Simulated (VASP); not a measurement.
The system is CdS.

```
CELL_PARAMETERS angstrom
0.04228 -0.05310 4.02292
6.67746 0.10650 0.06976
0.18446 11.46060 -0.15177
ATOMIC_POSITIONS crystal
Cd 0.70317 0.09811 0.49210
Cd 0.70184 0.61175 0.00160
Cd 0.34356 0.68785 0.30219
Cd 0.33744 0.19545 0.81370
Cd 0.96193 0.20217 0.19358
Cd 0.99451 0.67936 0.67188
S 0.13226 0.88325 0.50051
S 0.12105 0.34311 0.01151
S 0.86918 0.82154 0.19413
S 0.78731 0.32816 0.68887
S 0.52611 0.31827 0.32277
S 0.52165 0.83098 0.80716
```

```yaml
Program: VASP 6.6.1
Task: relaxation of cell and atoms
Functional: PBE
Potentials_or_basis: VASP PAW PBE potentials, release 64 (Cd, S)
Cutoff: 600 eV
k_mesh: 4 × 2 × 1
Occupations: gaussian, width 0.1 eV
Spin: no spin polarisation
```

At the start: pressure 1.6 GPa; volume 25.64 Å³/atom.

Q: Where does the relaxation end?

A: Over 26 steps the energy falls by 112.1 meV/atom and the volume is 25.34 Å³/atom (-1.2 %); space group C2 (No. 5, to 0.05 Å).

The path:
| step | energy change (eV) | largest force (eV/Å) | pressure (GPa) | volume (Å³) |
| --- | --- | --- | --- | --- |
| 1 | 0.0000 | 3.4479 | 1.64 | 307.70 |
| 2 | -0.8550 | 0.7944 | -2.17 | 319.27 |
| 3 | -0.8559 | 0.7822 | -2.26 | 319.71 |
| 4 | -1.1359 | 0.5805 | -0.17 | 304.93 |
| 5 | -1.1571 | 0.5072 | 0.75 | 299.84 |
| 6 | -1.2376 | 0.3528 | 0.34 | 301.82 |
| 7 | -1.2717 | 0.2689 | -0.05 | 304.15 |
| 8 | -1.3080 | 0.1593 | -0.11 | 304.34 |
| 9 | -1.3172 | 0.1403 | -0.11 | 304.47 |
| 10 | -1.3278 | 0.1019 | 0.10 | 303.31 |
| 11 | -1.3297 | 0.1052 | 0.25 | 302.54 |
| 12 | -1.3353 | 0.0795 | -0.17 | 304.80 |
| 13 | -1.3353 | 0.0786 | -0.17 | 304.97 |
| 14 | -1.3395 | 0.0436 | -0.01 | 304.18 |
| 15 | -1.3398 | 0.0538 | 0.05 | 303.92 |
| 16 | -1.3413 | 0.0411 | -0.01 | 304.23 |
| 17 | -1.3415 | 0.0461 | -0.06 | 304.48 |
| 18 | -1.3425 | 0.0343 | 0.04 | 303.92 |
| 19 | -1.3425 | 0.0356 | 0.06 | 303.78 |
| 20 | -1.3434 | 0.0290 | -0.07 | 304.47 |
| 21 | -1.3434 | 0.0319 | -0.07 | 304.53 |
| 22 | -1.3442 | 0.0359 | 0.04 | 303.92 |
| 23 | -1.3442 | 0.0375 | 0.06 | 303.81 |
| 24 | -1.3448 | 0.0295 | -0.01 | 304.17 |
| 25 | -1.3448 | 0.0313 | -0.02 | 304.23 |
| 26 | -1.3452 | 0.0145 | 0.01 | 304.06 |

Final structure:
```cif
data_structure
_symmetry_space_group_name_H-M 'P 1'
_symmetry_Int_Tables_number 1
_cell_length_a 4.0228
_cell_length_b 6.6064
_cell_length_c 11.4415
_cell_angle_alpha 89.995
_cell_angle_beta 89.675
_cell_angle_gamma 89.980
_cell_volume 304.06
loop_
_atom_site_label
_atom_site_type_symbol
_atom_site_fract_x
_atom_site_fract_y
_atom_site_fract_z
_atom_site_occupancy
Cd1 Cd 0.66639 0.12030 0.50030 1
Cd2 Cd 0.66674 0.62066 0.99973 1
Cd3 Cd 0.33694 0.69107 0.30994 1
Cd4 Cd 0.33182 0.18843 0.81064 1
Cd5 Cd 0.99829 0.19109 0.19031 1
Cd6 Cd 0.99914 0.68846 0.68913 1
S1 S 0.16609 0.87079 0.49973 1
S2 S 0.16750 0.37092 0.00027 1
S3 S 0.83821 0.81544 0.18441 1
S4 S 0.83482 0.31364 0.68539 1
S5 S 0.49692 0.31534 0.31574 1
S6 S 0.49714 0.81384 0.81442 1
```

Caveat: the k points lie up to 0.55 Å⁻¹ apart in the final cell.
